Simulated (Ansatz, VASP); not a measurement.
**Two plane-wave programs on Pb**

The input POSCAR:

```
Pb
1.0
    0.0000000000      2.5075897876      2.5075897876
    2.5075897876      0.0000000000      2.5075897876
    2.5075897876      2.5075897876      0.0000000000
Pb
1
Direct
    0.0000000000      0.0000000000      0.0000000000
```

INCAR.step1

```
SYSTEM = Pb
PREC = Accurate
ENCUT = 520
EDIFF = 1E-5
ISMEAR = -1
SIGMA = 0.05
LREAL = .FALSE.
LASPH = .TRUE.
NELM = 80
ALGO = Normal
ISIF = 2
LWAVE = .TRUE.
LCHARG = .FALSE.
NBANDS = 13
GGA = PE
```

The input INCAR.step2:

```
SYSTEM = Pb
PREC = Accurate
ENCUT = 520
EDIFF = 1E-6
ISMEAR = -1
SIGMA = 0.05
LREAL = .FALSE.
LASPH = .TRUE.
NELM = 80
ALGO = Normal
ISIF = 2
LWAVE = .FALSE.
LCHARG = .FALSE.
GGA = PE
LHFCALC = .TRUE.
HFSCREEN = 0.2079
PRECFOCK = Normal
NBANDS = 13
ISTART = 1
```

File KPOINTS:

```
Automatic mesh
0
G
  6 6 6
  0 0 0
```

The input input:

```
crystal:
  lattice:
    - [0.0, 2.5075897876, 2.5075897876]
    - [2.5075897876, 0.0, 2.5075897876]
    - [2.5075897876, 2.5075897876, 0.0]
  atoms:
    - { symbol: Pb, position: [0.0, 0.0, 0.0] }
hamiltonian:
  xc: hse06
  pseudopotentials: { kind: paw }
kpoints:
  mp_grid: { grid: [6, 6, 6] }
scf:
  occupations: { method: fermi_dirac, width: 0.05 }
output:
  forces: true
  stress: true
  eigenvalues: true
```

Alike in both runs: task single point; functional HSE06; k mesh 6 × 6 × 6; occupations fermi-dirac, width 0.05 eV; no spin polarisation.

```csv
,VASP,Ansatz
version,VASP 6.6.1,Ansatz 0.2.0
potentials or method,"VASP PAW PBE potentials, release 64 (Pb_d)",Ansatz PAW
plane-wave cutoff (eV),520,420
valence electrons in the cell,14,14
```

Ansatz gave:

```
gap on the k mesh at the Fermi level (eV) : none
pressure (GPa)                            : 0.1
```

Estimate VASP's values.

gap on the k mesh at the Fermi level (eV): none; pressure (GPa): 0.0.

A gap of «none» marks a metal or a gap that the smearing closes.

The k mesh is coarse, so the values compare programs but aren't converged. Neither program's run includes spin-orbit coupling.
